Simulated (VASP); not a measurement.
Crystal: CdSiN2.

```
CELL_PARAMETERS angstrom
3.03399 0.00000 0.00000
0.00000 3.03399 0.00000
0.00000 0.00000 5.11023
ATOMIC_POSITIONS crystal
Cd 0.00000 0.00000 0.00000
N 0.00000 0.50000 0.31974
N 0.50000 0.00000 0.68026
Si 0.50000 0.50000 0.50000
```

Program: VASP 6.6.1. Alike in all runs: no spin polarisation; cell as given; cutoff (eV) 520; smearing gaussian 0.01 eV. Hardware: 1 thread of Intel(R) Xeon(R) 6975P-C (Granite Rapids), on a shared host.

Q: Order these runs on this cell by their wall time, lowest first.
A. task dielectric tensor; level r2SCAN; potentials or basis VASP PAW PBE potentials, release 64 (Cd, N, Si); k mesh 8 × 8 × 4
B. task single point; level r2SCAN; potentials or basis VASP PAW PBE potentials, release 64 (Cd, N, Si); k mesh 8 × 8 × 6
C. task dielectric tensor; level PBE; potentials or basis VASP PAW PBE potentials, release 64 (Cd, N, Si); k mesh 8 × 8 × 4
D. task single point; level LDA; potentials or basis VASP PAW LDA potentials, release 64 (Cd, N, Si); k mesh 8 × 8 × 6

A: D (17 s), B (64 s), C (150 s), A (1100 s).
